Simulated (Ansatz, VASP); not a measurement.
# Two plane-wave programs on SrCl2

```
Sr Cl
1.0
     0.00000    3.49766    3.49766
     3.49766    0.00000    3.49766
     3.49766    3.49766    0.00000
Sr Cl
1 2
Direct
  0.00000 0.00000 0.00000
  0.75000 0.75000 0.75000
  0.25000 0.25000 0.25000
```

Alike in both runs: task single point; functional PBE0; k mesh 4 × 4 × 4; no spin polarisation.

|  | VASP | Ansatz |
| --- | --- | --- |
| version | VASP 6.6.1 | Ansatz 0.2.0 |
| potentials or method | VASP PAW PBE potentials, release 64 (Sr_sv, Cl) | plane waves, PAW |
| plane-wave cutoff (eV) | 520 | 420 |
| occupations | gaussian, width 0.01 eV | fixed |
| valence electrons in the cell | 24 | 24 |

```csv
,VASP,Ansatz,Ansatz less VASP
gap on the k mesh at the Fermi level (eV),7.32,7.32,-0.005
pressure (GPa),0.1,0.1,-0.02
```

Ansatz's warnings: stress exchange threshold loose, stress scf threshold loose.
